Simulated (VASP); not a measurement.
# NaLi3S2 in VASP: notebook

The runs below take NaLi3S2 through single point, with PBE+D3(BJ).

Everything below comes from runs of VASP 6.6.1. Logs are shortened: lines on timing, memory, paths and dates and some standing lists are left out, and cuts for length are marked.

### Step 1. The cell of the first run

The cell holds a disordered packing, 24 atoms: a = 7.431 Å, b = 7.651 Å, c = 7.356 Å, α = 89.30°, β = 88.71°, γ = 88.82°.

### Step 2. Single point, PBE+D3(BJ)

Input file INCAR:

```
SYSTEM = NaLi3S2
ALGO     = Normal         ! electronic algorithm
EDIFF    = 1E-6           ! SCF threshold, eV
ENCUT    = 650            ! plane-wave cutoff, eV
GGA      = PE             ! functional
GGA_COMPAT= .False.      
ISIF     = 2              ! what is computed and relaxed
ISMEAR   = -1             ! smearing method
ISYM     = -1           
IVDW     = 12             ! dispersion correction
LASPH    = .True.         ! aspherical terms in the spheres
LCHARG   = .False.        ! write CHGCAR
LREAL    = Auto         
LWAVE    = .False.        ! write WAVECAR
NBANDS   = 74             ! bands
NELM     = 120            ! most SCF steps
PREC     = Accurate       ! precision mode
SIGMA    = 0.062          ! smearing width, eV
```

Input file KPOINTS:

```
explicit points
1
Reciprocal
  0.25000000   0.25000000   0.25000000 1
```

Input file POSCAR:

```
NaLi3S2
1.0
    7.4298500000      0.0771240000      0.0832730000
    0.0771240000      7.6507920000      0.0452550000
    0.0832730000      0.0452550000      7.3555290000
Li S Na
12 8 4
Direct
    0.9536452240      0.6831612544      0.3780445484
    0.2080660182      0.8349416317      0.5984611623
    0.3790543335      0.0512031169      0.0116985211
    0.5567745874      0.7152716130      0.3358078111
    1.0173340887      0.2804112707      0.8670383227
    0.3392590208      0.2767487096      0.5676317258
    0.4399470015      0.5975556998      0.6713326683
    0.2954132588      0.5172581800      0.3217943309
    0.5553706913     -0.0183998313      0.3820102267
    0.9547637033      0.3224553690      0.4352413327
    0.6925718290      0.2947890593      0.7020509045
    0.0330441474      1.0503675794      0.2931969855
    0.0366671778      0.5731525927      0.6472391848
    0.2842156510      0.8552044106      0.2200660530
    0.4746303132      0.8723837279      0.7106654578
    0.9903854673      0.0852835489      0.6272636712
    0.0572125271      0.3821306950      0.1677621578
    0.4468823994      0.3506381854      0.8631271294
    0.8074297934      0.8656489656      0.1391139855
    0.5751619162      0.4290446858      0.4104643085
    0.8138392425      0.8177935035      0.7516841983
    0.1327607401      0.6713888178      0.9624298829
    0.5825938433      0.6246526650      0.0337735065
    0.6744783584      0.2601434139      0.1384682697
```

Potentials or basis: VASP PAW PBE potentials, release 64 (Li_sv, S, Na_pv).

On the command line:

```console
$ cat potpaw_PBE.64/Li_sv/POTCAR potpaw_PBE.64/S/POTCAR potpaw_PBE.64/Na_pv/POTCAR > POTCAR
$ mpirun -np 1 vasp_std > vasp.out
```

OUTCAR:

```text
SYSTEM = NaLi3S2
   EDIFF = 1E-6
   ENCUT = 650
   GGA = PE
   ISIF = 2
   ISMEAR = -1
   ISYM = -1
   IVDW = 12
   LASPH = .True.
   LREAL = Auto
   NELM = 120
   PREC = Accurate
 IVDW          = 12

 ion  position               nearest neighbor table
   1  0.954  0.683  0.378-  13 2.24  19 2.49
   2  0.208  0.835  0.598-  15 2.19  13 2.41  16 2.49   7 2.54
   3  0.379  0.051  0.012-  14 2.24  18 2.58  15 2.69
   4  0.557  0.715  0.336-   9 2.07  20 2.25  23 2.34  14 2.44   8 2.49  19 2.61
   5  0.017  0.280  0.867-  16 2.34  17 2.38
   6  0.339  0.277  0.568-  20 2.39  18 2.41   8 2.59
   7  0.440  0.598  0.671-  15 2.15  18 2.34  20 2.50   2 2.54
   8  0.295  0.517  0.322-  20 2.28  17 2.38   4 2.49   6 2.59  14 2.68
   9  0.555  0.982  0.382-   4 2.07  14 2.58  15 2.61
  10  0.955  0.322  0.435-  17 2.14  16 2.30  12 2.40  13 2.58
  11  0.693  0.295  0.702-  18 2.19  20 2.53
  12  0.033  0.050  0.293-  10 2.40  14 2.42  16 2.49  19 2.51  17 2.70
  13  0.037  0.573  0.647-   1 2.24   2 2.41  22 2.57  10 2.58  21 2.59
  14  0.284  0.855  0.220-   3 2.24  12 2.42   4 2.44   9 2.58  22 2.66   8 2.68
  15  0.475  0.872  0.711-   7 2.15   2 2.19  21 2.57   9 2.61   3 2.69
  16  0.990  0.085  0.627-  10 2.30   5 2.34  12 2.49   2 2.49  21 2.60
  17  0.057  0.382  0.168-  10 2.14   5 2.38   8 2.38  12 2.70  22 2.73
  18  0.447  0.351  0.863-  11 2.19   7 2.34   6 2.41   3 2.58  23 2.68  24 2.74
  19  0.807  0.866  0.139-   1 2.49  12 2.51   4 2.61  23 2.65
  20  0.575  0.429  0.410-   4 2.25   8 2.28   6 2.39  24 2.48   7 2.50  11 2.53
  21  0.814  0.818  0.752-  15 2.57  13 2.59  16 2.60
  22  0.133  0.671  0.962-  13 2.57  14 2.66  17 2.73
  23  0.583  0.625  0.034-   4 2.34  19 2.65  18 2.68
  24  0.674  0.260  0.138-  20 2.48  18 2.74

IMPORTANT INFORMATION: All symmetrisations will be switched off!
NOSYMM: (Re-)initialisation of all symmetry stuff for point group C_1.

----------------------------------------------------------------------------------------

                                     Primitive cell

  volume of cell :     418.0080

  direct lattice vectors                    reciprocal lattice vectors
     7.429850000  0.077124000  0.083273000     0.134623202 -0.001348107 -0.001515794
     0.077124000  7.650792000  0.045255000    -0.001348107  0.130723679 -0.000789017
     0.083273000  0.045255000  7.355529000    -0.001515794 -0.000789017  0.135974167

  length of vectors
     7.430716892  7.651314551  7.356139563     0.134638484  0.130733011  0.135984905

  position of ions in fractional coordinates (direct lattice)
     0.953645224  0.683161254  0.378044548
     0.208066018  0.834941632  0.598461162
     0.379054334  0.051203117  0.011698521
     0.556774587  0.715271613  0.335807811
     0.017334089  0.280411271  0.867038323
     0.339259021  0.276748710  0.567631726
[... 16 lines left out ...]
     0.582593843  0.624652665  0.033773506
     0.674478358  0.260143414  0.138468270

  ion indices of the primitive-cell ions
   primitive index   ion index
                 1           1
                 2           2
                 3           3
                 4           4
                 5           5
                 6           6
[... 16 lines left out ...]
                23          23
                24          24

----------------------------------------------------------------------------------------

 KPOINTS: explicit points

Read explicit list of k-points.

 Found      1 k-points:

 Following reciprocal coordinates:
            Coordinates               Weight
  0.250000  0.250000  0.250000      1.000000
   k-points           NKPTS =      1   k-points in BZ     NKDIM =      1   number of bands    NBANDS=     74
   number of dos      NEDOS =    301   number of ions     NIONS =     24
   total plane-waves  NPLWV = 262144
   dimension x,y,z NGX =    64 NGY =   64 NGZ =   64
   dimension x,y,z NGXF=   128 NGYF=  128 NGZF=  128
   ions per type =              12   8   4
   NGX,Y,Z   is equivalent  to a cutoff of  14.32, 13.91, 14.46 a.u.
   NGXF,Y,Z  is equivalent  to a cutoff of  28.64, 27.81, 28.93 a.u.
 SYSTEM =  NaLi3S2
   PREC   = accura    normal or accurate (medium, high low for compatibility)
   ISTART =      0    job   : 0-new  1-cont  2-samecut
   ICHARG =      2    charge: 1-file 2-atom 10-const
   ISPIN  =      1    spin polarized calculation?
   LNONCOLLINEAR =      F non collinear calculations
   LSORBIT =      F    spin-orbit coupling
   LASPH  =      T    aspherical Exc in radial PAW
   ENCUT  =  650.0 eV  47.77 Ry    6.91 a.u.  15.45 15.91 15.29*2*pi/ulx,y,z
   NELM   =    120;   NELMIN=  2; NELMDL= -5     # of ELM steps
   EDIFF  = 0.1E-05   stopping-criterion for ELM
   LREAL  =      T    real-space projection
   EDIFFG = 0.1E-04   stopping-criterion for IOM
   NSW    =      0    number of steps for IOM
   IBRION =     -1    ionic relax: 0-MD 1-quasi-New 2-CG
   NFREE  =      0    steps in history (QN), initial steepest desc. (CG)
   ISIF   =      2    stress and relaxation
   ISYM   =     -1    0-nonsym 1-usesym 2-fastsym
   POTIM  = 0.5000    time-step for ionic-motion
   TEBEG  =    0.0;   TEEND  =   0.0 temperature during run
   PSTRESS=    0.0 pullay stress
   NELECT =     112.0000    total number of electrons
   NUPDOWN=      -1.0000    fix difference up-down
   EMIN   =  10.00;   EMAX   =-10.00  energy-range for DOS
   EFERMI =   0.00;   METHOD = LEGACY
   ISMEAR =    -1;   SIGMA  =   0.06  broadening in eV -4-tet -1-fermi 0-gaus
   EFERMI_NEDOS =   21; number of points for ismear=-14 and -15
   IALGO  =     38    algorithm
   IMIX   =      4    mixing-type and parameters
     AMIX     =   0.40;   BMIX     =  1.00
     AMIX_MAG =   1.60;   BMIX_MAG =  1.00
  volume/ion in A,a.u.               =      17.42       117.54
  Fermi-wavevector in a.u.,A,eV,Ry     =   1.055405  1.994427 15.155265  1.113881
  Thomas-Fermi vector in A             =   2.190602
   LORBIT       =      0    0 simple, 1 ext, 2 COOP (PROOUT), +10 PAW based schemes
   GGA     = PE    functional components
   LHFCALC =     F    Hartree Fock is set to
   AEXX    =    0.0000 exact exchange contribution
   IVDW    =    12    specifies the selected vdW correction
   LEPSILON=     F    determine dielectric tensor
   LRPA    =     F    only Hartree local field effects (RPA)
 non-spin polarized calculation
  energy-cutoff  :      650.00
  volume of cell :      418.01
 maximum number of plane-waves:     15727
 NGX is ok and might be reduce to    64
   NGX = 31   NGY = 31   NGZ = 31

 number of electron     112.0000014 magnetization

 Free energy of the ion-electron system (eV)
  ---------------------------------------------------
  ext. energy  EPLUGINS =         0.00000000
  ---------------------------------------------------
  free energy    TOTEN  =       -85.70829950 eV

  energy without entropy =      -85.70829950  energy(sigma->0) =      -85.70829950

 E-fermi :   3.0699     XC(G=0):  -8.3106

 val. band max:        1.4148470000   @ k =   0.2500   0.2500   0.2500
 cond. band min:       4.5907331026   @ k =   0.2500   0.2500   0.2500
 fundamental gap:      3.1758861026
 Fermi energy:         3.0699171482

 k-point     1 :       0.2500    0.2500    0.2500
  band No.  band energies     occupation
      1     -44.5576      2.00000
      2     -44.0482      2.00000
      3     -43.9281      2.00000
      4     -43.6038      2.00000
      5     -43.5467      2.00000
      6     -43.5451      2.00000
[... 60 lines left out ...]
     67       7.0790      0.00000
     68       7.2663      0.00000
 [bands above 68 left out]

------------------------ aborting loop because EDIFF is reached ----------------------------------------

 Edisp (eV)   -6.08728

 E8    (eV) :    -2.4867

  FORCE on cell =-STRESS in cart. coord.  units (eV):
  Direction    XX          YY          ZZ          XY          YZ          ZX
  --------------------------------------------------------------------------------------
  -------------------------------------------------------------------------------------
  Total      -1.45271    -2.83415     1.64262     0.86717     1.07037     1.63062
  in kB      -5.56806   -10.86298     6.29598     3.32377     4.10259     6.24998
  external pressure =       -3.38 kB  Pullay stress =        0.00 kB

 VOLUME and BASIS-vectors are now :
 -----------------------------------------------------------------------------
  energy-cutoff  :      650.00
  volume of cell :      418.01
      direct lattice vectors                 reciprocal lattice vectors
     7.429850000  0.077124000  0.083273000     0.134623202 -0.001348107 -0.001515794
     0.077124000  7.650792000  0.045255000    -0.001348107  0.130723679 -0.000789017
     0.083273000  0.045255000  7.355529000    -0.001515794 -0.000789017  0.135974167

 POSITION                                       TOTAL-FORCE (eV/Angst)
 -----------------------------------------------------------------------------------
      7.16961      5.31738      2.89105        -0.088246      0.053151     -0.943006
      1.66013      6.43109      4.45711        -0.640307      0.496791     -0.531147
      2.82124      0.42151      0.11993         0.056465      0.200933     -0.995785
      4.21988      5.53053      2.54878         0.288091      0.038597      0.430412
      0.22262      2.18594      6.39166         0.777447      0.304620     -0.080404
      2.58926      2.16920      4.21601        -0.420731     -0.379628      0.666150
[... 16 lines left out ...]
      4.37957      4.82555      0.32520        -0.123155      0.106884     -0.621906
      5.04287      2.04859      1.08645         0.665050     -0.506099     -0.623605
 -----------------------------------------------------------------------------------
    total drift:                                0.009979     -0.010984     -0.001297

  FREE ENERGIE OF THE ION-ELECTRON SYSTEM (eV)
  ---------------------------------------------------
  free  energy   TOTEN  =       -91.7955749953 eV

  energy  without entropy=      -91.7955749953  energy(sigma->0) =      -91.79557500
```

Run time: 2.9 min. Hardware: 1 thread of AMD EPYC, shared host; peak memory 0.5 GiB.

What came out:

```
Free energy                : -91.7956 eV
Pressure                   : -0.3 GPa
Largest force              : 1.418 eV/Å
Dispersion energy per atom : -0.254 eV
```

Forces in eV/Å, atoms in the order of the input:
```
Li  -0.088  0.053 -0.943
Li  -0.640  0.497 -0.531
Li   0.056  0.201 -0.996
Li   0.288  0.039  0.430
Li   0.777  0.305 -0.080
Li  -0.421 -0.380  0.666
Li  -0.092 -1.078 -0.086
Li  -0.827  0.138 -0.407
Li   0.000  0.533  0.374
Li  -0.312  0.659  1.061
Li   0.402 -0.289 -0.754
Li   0.079 -0.285 -0.291
S    0.480 -0.833 -0.430
S    0.664 -0.493  1.152
S    0.399  0.764 -0.315
S    0.066  0.510 -0.323
S   -0.295 -0.491 -0.365
S   -0.038 -0.214  0.878
S   -0.677  0.442  1.100
S   -0.243 -0.069  0.413
Na  -0.157  0.382  0.279
Na   0.039  0.009  0.412
Na  -0.123  0.107 -0.622
Na   0.665 -0.506 -0.624
```

Stress tensor (GPa, compression positive):
```
-0.56  0.33  0.62
 0.33 -1.09  0.41
 0.62  0.41  0.63
```

Caveat: the atoms stand as in a frame of molecular dynamics.

### Step 3. Single point, PBE+D3(BJ)

Input file INCAR:

```
  ALGO = Normal
  EDIFF = 1E-6
  ENCUT = 650
  GGA = PE
  GGA_COMPAT = False
  ISIF = 2
  ISMEAR = -1
  ISYM = -1
  IVDW = 12
  LASPH = True
  LCHARG = False
  LREAL = Auto
  LWAVE = False
  NBANDS = 74
  NELM = 120
  PREC = Accurate
  SIGMA = 0.062
```

KPOINTS is that of step 2.

Input file POSCAR:

```
NaLi3S2
1.0
    7.4298500000      0.0771240000      0.0832730000
    0.0771240000      7.6507920000      0.0452550000
    0.0832730000      0.0452550000      7.3555290000
Li S Na
12 8 4
Direct
    1.0202551485      0.6962158074      0.3564581210
    0.2123718745      0.8573951885      0.5269424861
    0.3761280682      0.0079695604     -0.0377405860
    0.6119642124      0.6970293763      0.4276896794
    1.1455226370      0.3483214750      0.8799813861
    0.3021994770      0.2777143708      0.5933108250
    0.3860692095      0.5781027323      0.6465371586
    0.3149974815      0.4685198335      0.2243805102
    0.5677186823      0.0383884598      0.3194153802
    0.9088170245      0.3921857884      0.4652635741
    0.6460505366      0.1605228925      0.6570707518
    0.0371248426      1.0743036540      0.3014469647
    0.0461130495      0.6142423711      0.6438837356
    0.3193826525      0.8424993039      0.2227598780
    0.4886957958      0.8699970275      0.6631428031
    1.0106987392      0.1131517268      0.6151484689
    0.0525499183      0.3567614901      0.1722060737
    0.4505982018      0.3221855532      0.9038429226
    0.8078679265      0.8483820812      0.2163110067
    0.5336255608      0.4062124537      0.4217140948
    0.8253958912      0.8718565786      0.7744079234
    0.1399128944      0.7009409648      0.9894781123
    0.6286984331      0.6187213318      0.0308705413
    0.7601035134      0.2021082390      0.0805364905
```

Potentials or basis: VASP PAW PBE potentials, release 64 (Li_sv, S, Na_pv).

On the command line:

```console
$ cat potpaw_PBE.64/Li_sv/POTCAR potpaw_PBE.64/S/POTCAR potpaw_PBE.64/Na_pv/POTCAR > POTCAR
$ mpirun -np 1 vasp_std > vasp.out
```

Wall time 3.3 min (1 thread of AMD EPYC, shared host); peak memory 0.5 GiB.

The run converged. Its results:

```yaml
Free_energy: -93.3838 eV
Pressure: -0.9 GPa
Largest_force: 1.325 eV/Å
Dispersion_energy_per_atom: -0.254 eV
```

Forces in eV/Å, atoms in the order of the input:
```
Li   0.183 -0.281 -0.587
Li   0.105  0.599  0.546
Li   0.056  0.313 -0.459
Li   0.098  0.368 -0.270
Li  -0.630 -0.238 -0.373
Li  -0.362 -0.540 -0.132
Li  -0.073 -0.015  0.422
Li   0.473 -0.076 -0.090
Li  -0.654 -0.502  0.488
Li  -0.046 -0.333  0.260
Li  -0.080  0.512 -0.022
Li   0.261 -0.304 -0.106
S    0.452 -0.694  0.621
S    0.118  0.059  0.341
S    0.407  0.480  0.703
S    0.044  0.728  0.471
S   -0.884  0.524  0.260
S    0.536 -0.021 -0.216
S   -0.121  0.941 -0.747
S    0.878 -0.984 -0.126
Na   0.222 -0.382  0.088
Na  -0.700 -0.219 -0.623
Na  -0.212 -0.215 -0.067
Na  -0.073  0.280 -0.384
```

Stress tensor (GPa, compression positive):
```
-0.25  1.29  0.85
 1.29 -2.71 -0.32
 0.85 -0.32  0.15
```

Levels at points of the mesh, in eV from the Fermi level:
```
           k point  band 53  band 54  band 55  band 56  band 57  band 58  band 59  band 60
(0.25, 0.25, 0.25)    -1.98    -1.88    -1.68    -1.59     1.94     2.40     2.52     2.83
```

Caveat: the atoms stand as in a frame of molecular dynamics.

### Step 4. Single point, PBE+D3(BJ)

Input file INCAR:

```
PREC = Accurate ; ENCUT = 650
EDIFF = 1E-6 ; ISMEAR = -1
SIGMA = 0.062 ; LREAL = Auto
LASPH = T ; NELM = 120
ALGO = Normal ; ISIF = 2
LWAVE = F ; LCHARG = F
GGA = PE ; IVDW = 12
ISYM = -1 ; NBANDS = 74
GGA_COMPAT = F
```

KPOINTS is that of step 3.

Input file POSCAR:

```
NaLi3S2
1.0
    7.4298500000      0.0771240000      0.0832730000
    0.0771240000      7.6507920000      0.0452550000
    0.0832730000      0.0452550000      7.3555290000
Li S Na
12 8 4
Direct
    1.0614321002      0.6893841473      0.3598362926
    0.2254848212      0.9175219781      0.5744315256
    0.3401370443      0.0588196911     -0.1256425088
    0.5290212405      0.7106151887      0.4216498805
    1.0805574107      0.3558997125      0.8276525728
    0.3018916888      0.2999865385      0.5919190425
    0.4073572204      0.6073795910      0.6763466202
    0.3037549439      0.4717208975      0.1619651945
    0.5057782318      0.0601624803      0.3571701881
    0.8874247742      0.3976176932      0.4845649155
    0.6618809677      0.1996282807      0.6695755001
    0.0751952364      1.0559102383      0.2473989361
    0.0920010728      0.6013701803      0.6316063450
    0.3361067972      0.8208810792      0.1849012363
    0.5254785280      0.9441152470      0.6637855538
    1.0137340074      0.1498242333      0.6295598906
    0.0184578360      0.3827782547      0.1531907944
    0.4827205175      0.3591108984      0.8858440842
    0.8137934974      0.8560193769      0.1608173684
    0.5650436495      0.4004044470      0.4026833171
    0.8634826330      0.8849230233      0.7801298886
    0.0789341275      0.6983499381      0.9970426453
    0.7024278098      0.5651787036      0.1127003329
    0.7143511288      0.1525960423      0.0970236273
```

On the command line:

```console
$ cat potpaw_PBE.64/Li_sv/POTCAR potpaw_PBE.64/S/POTCAR potpaw_PBE.64/Na_pv/POTCAR > POTCAR
$ mpirun -np 1 vasp_std > vasp.out
```

It took 3 min on 1 thread of AMD EPYC, shared host; peak memory 0.5 GiB.

The run converged. Its results:

```yaml
Free_energy: -92.7593 eV
Pressure: -0.6 GPa
Largest_force: 1.768 eV/Å
Dispersion_energy_per_atom: -0.253 eV
```

Forces on the atoms (eV/Å):
```
Li  -0.298  0.286 -1.277
Li  -0.163 -0.329 -0.201
Li   0.070  0.322  0.857
Li   0.494  0.520 -0.859
Li  -0.068  0.328  0.862
Li   0.232  0.299 -0.246
Li   0.141 -0.438  0.942
Li   0.995 -0.282  0.058
Li   0.014 -0.275  0.069
Li   0.167  0.101 -0.498
Li   0.098  0.713 -0.115
Li  -0.271  0.087 -0.084
S    0.207  0.467  1.015
S   -0.375  0.817  0.756
S   -0.602 -1.388 -0.914
S    0.572 -0.561 -0.339
S   -0.070 -0.530  0.179
S   -0.607 -0.068  0.101
S    0.816  0.553  1.001
S   -0.527 -0.531  0.408
Na  -0.508 -0.456 -0.150
Na   0.320 -0.220 -0.472
Na  -0.581 -0.811 -0.622
Na  -0.055  1.396 -0.470
```

Stress tensor (GPa, compression positive):
```
-0.99  0.48 -0.73
 0.48 -1.25 -1.37
-0.73 -1.37  0.42
```

Levels at points of the mesh, in eV from the Fermi level:
| k point | band 53 | band 54 | band 55 | band 56 | band 57 | band 58 | band 59 | band 60 |
| --- | --- | --- | --- | --- | --- | --- | --- | --- |
| (0.25, 0.25, 0.25) | -2.14 | -1.97 | -1.70 | -1.56 | 1.87 | 2.07 | 2.61 | 2.65 |

Caveat: the atoms stand as in a frame of molecular dynamics.

### Step 5. Summary

```csv
cell,pressure (GPa),largest force (eV/Å)
"as given, atomic positions A",-0.3,1.42
"as given, atomic positions B",-0.9,1.33
"as given, atomic positions C",-0.6,1.77
```

Alike in all rows: task single point; level PBE+D3(BJ); potentials or basis VASP PAW PBE potentials, release 64 (Li_sv, S, Na_pv); no spin polarisation; k mesh 1 × 1 × 1, shifted; cutoff (eV) 650; smearing fermi-dirac 0.062 eV.

Caveats: the atoms stand as in a frame of molecular dynamics.

Absolute energies hang on the potentials; compare differences alone.
